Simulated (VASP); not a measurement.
The system is Os.

```xyz
1
Lattice="0.0000 1.9019 1.9019 1.9019 0.0000 1.9019 1.9019 1.9019 0.0000" Properties=species:S:1:pos:R:3 pbc="T T T"
Os    0.0000    0.0000    0.0000
```

Base run:

| Property | Result |
| --- | --- |
| Program | VASP 6.6.1 |
| Functional | LDA |
| Potentials or basis | VASP PAW LDA potentials, release 64 (Os) |
| Cutoff | 520 eV |
| k mesh | 14 × 14 × 14 |
| Occupations | fermi-dirac, width 0.1 eV |
| Spin | no spin polarisation |

Its results: band gap on the k mesh zero (band 4 reaches 12.04 eV, above the bottom of band 5 at 8.14 eV); pressure 1.1 GPa.

Problem. The run is repeated on the same cell with these changes: potentials or basis from VASP PAW LDA potentials, release 64 (Os) to VASP PAW LDA potentials, release 64 (Os_sv_GW); cutoff from 520 eV to 500 eV; further incar settings from ALGO = Normal; EDIFF = 1e-06; NBANDS = 10 to ALGO = Normal; EDIFF = 1e-06; NBANDS = 14; valence electrons from 8 to 16. What comes out?

Solution. Band gap on the k mesh zero (band 8 reaches 16.26 eV, above the bottom of band 9 at 12.35 eV); pressure -0.7 GPa.

Caveats: spin-orbit coupling is left out, which moves the levels of the heavy elements.
